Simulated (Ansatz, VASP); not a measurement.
# One calculation of ScAl3, two programs

The input INCAR:

```
  PREC = Accurate
  ENCUT = 520
  EDIFF = 1E-6
  ISMEAR = 0
  SIGMA = 0.15
  LREAL = F
  LASPH = T
  NELM = 60
  ALGO = Normal
  ISIF = 2
  LWAVE = F
  LCHARG = T
  GGA = PE
  LELF = T
  LVHAR = T
  NBANDS = 18
```

The input KPOINTS:

```
regular mesh
0
Gamma
  8 8 8
```

POSCAR

```
ScAl3
1.0
    4.1053305952      0.0000000000      0.0000000000
    0.0000000000      4.1053305952      0.0000000000
    0.0000000000      0.0000000000      4.1053305952
Sc Al
1 3
Direct
    0.0000000000      0.0000000000      0.0000000000
    0.5000000000      0.0000000000      0.5000000000
    0.0000000000      0.5000000000      0.5000000000
    0.5000000000      0.5000000000      0.0000000000
```

Input for Ansatz:

```yaml
crystal:
  lattice:
    - [4.1053305952, 0.0, 0.0]
    - [0.0, 4.1053305952, 0.0]
    - [0.0, 0.0, 4.1053305952]
  atoms:
    - { symbol: Sc, position: [0.0, 0.0, 0.0] }
    - { symbol: Al, position: [0.5, 0.0, 0.5] }
    - { symbol: Al, position: [0.0, 0.5, 0.5] }
    - { symbol: Al, position: [0.5, 0.5, 0.0] }
basis:
  ecutwfc: 420
kpoints:
  mp_grid: { grid: [8, 8, 8] }
hamiltonian:
  xc: pbe
scf:
  occupations: { method: gaussian, width: 0.15 }
output:
  forces: true
  stress: true
  eigenvalues: true
```

Alike in both runs: task single point; functional PBE; k mesh 8 × 8 × 8; occupations gaussian, width 0.15 eV; no spin polarisation.

|  | VASP | Ansatz |
| --- | --- | --- |
| version | VASP 6.6.1 | Ansatz 0.2.0 |
| potentials or method | VASP PAW PBE potentials, release 64 (Sc_sv, Al), cutoff 520 eV | scalar-relativistic, plane waves, PAW |
| valence electrons in the cell | 20 | 20 |

```csv
,VASP,Ansatz,Ansatz less VASP
gap on the k mesh at the Fermi level (eV),none,none,-
pressure (GPa),0.1,0.1,-0.01
```

A gap of «none» marks a metal or a gap that the smearing closes.
